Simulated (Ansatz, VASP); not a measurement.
**TePb: VASP beside Ansatz**

Contents of INCAR:

```
SYSTEM = TePb
ALGO = Normal
EDIFF = 1E-7
EDIFFG = -0.01
ENCUT = 600
GGA = PE
GGA_COMPAT = .FALSE.
IBRION = 2
ISIF = 3
ISMEAR = -1
LASPH = .TRUE.
LCHARG = .FALSE.
LORBIT = 11
LORBMOM = .TRUE.
LREAL = .FALSE.
LSORBIT = .TRUE.
LWAVE = .FALSE.
MAGMOM = 0 0 0 0 0 0
NELM = 150
NSW = 80
PREC = Accurate
SIGMA = 0.05
```

Contents of KPOINTS:

```
k-points
0
G
  5 5 5
  0 0 0
```

POSCAR

```
TePb
1.0
    0.0000000000      3.2310000000      3.2310000000
    3.2310000000      0.0000000000      3.2310000000
    3.2310000000      3.2310000000      0.0000000000
Pb Te
1 1
Direct
    0.0000000000      0.0000000000      0.0000000000
    0.5000000000      0.5000000000      0.5000000000
```

The input input.yaml:

```yaml
crystal:
  lattice:
    - [0.0, 3.231, 3.231]
    - [3.231, 0.0, 3.231]
    - [3.231, 3.231, 0.0]
  atoms:
    - { symbol: Pb, position: [0.0, 0.0, 0.0] }
    - { symbol: Te, position: [0.5, 0.5, 0.5] }
kpoints:
  mp_grid: { grid: [5, 5, 5] }
scf:
  occupations: { method: fermi_dirac, width: 0.05 }
hamiltonian:
  xc: pbe
  pseudopotentials: { kind: all_electron, lapw: { basis_error: 0.001 } }
magnetization:
  noncollinear: true
  spin_orbit: true
output:
  forces: true
  stress: true
relax:
  f_tol: 0.01
  max_steps: 60
  cell: {}
```

Alike in both runs: task relaxation of cell and atoms; functional PBE; k mesh 5 × 5 × 5; occupations fermi-dirac, width 0.05 eV; non-collinear spin, spin-orbit coupling.

```csv
,VASP,Ansatz
version,VASP 6.6.1,Ansatz 0.2.0
potentials or method,"VASP PAW PBE potentials, release 64 (Pb_d, Te), cutoff 600 eV","all-electron LAPW, relativistic spinors"
```

Ansatz gave:

| Property | Result |
| --- | --- |
| net moment per atom (μB) | 0.00 |
| relaxed volume (Å³/atom) | 35.37 |
| relaxed cell length with the largest relative difference (Å) | 4.642 |

Which values does VASP return?

net moment per atom (μB): 0.00; relaxed volume (Å³/atom): 35.39; relaxed cell length with the largest relative difference (Å): 4.643.

Ansatz ran all-electron here, and VASP with PAW potentials.
